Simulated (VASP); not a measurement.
Ge, 2 atoms in the cell. Symmetry: I4_1/amd, No. 141, tetragonal system. The conventional cell has a = 5.195 Å, b = 5.195 Å, c = 2.850 Å, α = 90.00°, β = 90.00°, γ = 90.00°. Within 3.6 Å of Ge (site symmetry -4m2) lie 10 Ge at 2.69 to 3.36 Å. 

* Program: VASP 6.6.1
* Task: single point
* Functional: r2SCAN
* Potentials or basis: VASP PAW PBE potentials, release 64 (Ge_d)
* Cutoff: 520 eV
* k mesh: 16 × 16 × 16
* Occupations: gaussian, width 0.1 eV
* Spin: no spin polarisation
* Dipole correction: no
* Further INCAR settings: ALGO = Normal; EDIFF = 1e-06; NBANDS = 21

Potentials or basis: VASP PAW PBE potentials, release 64 (Ge_d).

Launch:

```bash
$ cat potpaw_PBE.64/Ge_d/POTCAR > POTCAR
$ cp INCAR.step1 INCAR
$ mpirun -np 1 vasp_std > vasp.out
$ cp INCAR.step2 INCAR
$ mpirun -np 1 vasp_std > vasp.out
```

Hardware: 1 thread of Intel(R) Xeon(R) 6975P-C (Granite Rapids), with other jobs on the host.

Q: Estimate the wall time of this run.

A: Wall time 7.6 min on 1 thread of Intel(R) Xeon(R) 6975P-C (Granite Rapids), on a shared host, peak memory 0.34 GiB. Counts: k points 349.
